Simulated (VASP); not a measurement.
The system is HfH3.

```
CELL_PARAMETERS angstrom
3.08455 0.00000 0.00000
0.00000 3.08455 0.00000
0.00000 0.00000 3.08455
ATOMIC_POSITIONS crystal
Hf 0.00000 0.00000 0.00000
H 0.00000 0.50000 0.50000
H 0.50000 0.00000 0.50000
H 0.50000 0.50000 0.00000
```

| Property | Result |
| --- | --- |
| Program | VASP 6.6.1 |
| Task | relaxation of cell and atoms |
| Functional | LDA |
| Potentials or basis | VASP PAW LDA potentials, release 64 (Hf_pv, H) |
| Cutoff | 600 eV |
| k mesh | 7 × 7 × 7 |
| Occupations | methfessel-paxton, width 0.1 eV |
| Spin | no spin polarisation |

At the start: pressure -7.4 GPa; volume 7.34 Å³/atom.

**Question.** How do energy, volume and symmetry change on relaxing?

**Answer.** Over 3 steps the energy falls by 8.8 meV/atom and the volume is 6.97 Å³/atom (-5.0 %); space group Pm-3m (No. 221, to 0.05 Å).

The path:
| step | energy change (eV) | largest force (eV/Å) | pressure (GPa) | volume (Å³) |
| --- | --- | --- | --- | --- |
| 1 | 0.0000 | 0.0000 | -7.39 | 29.35 |
| 2 | -0.0353 | 0.0000 | -0.35 | 27.93 |
| 3 | -0.0354 | 0.0000 | -0.01 | 27.87 |

Final structure:
```xyz
4
Lattice="3.0320 0.0000 0.0000 0.0000 3.0320 0.0000 0.0000 0.0000 3.0320" Properties=species:S:1:pos:R:3 pbc="T T T"
Hf    0.0000    0.0000    0.0000
H     0.0000    1.5160    1.5160
H     1.5160    0.0000    1.5160
H     1.5160    1.5160    0.0000
```
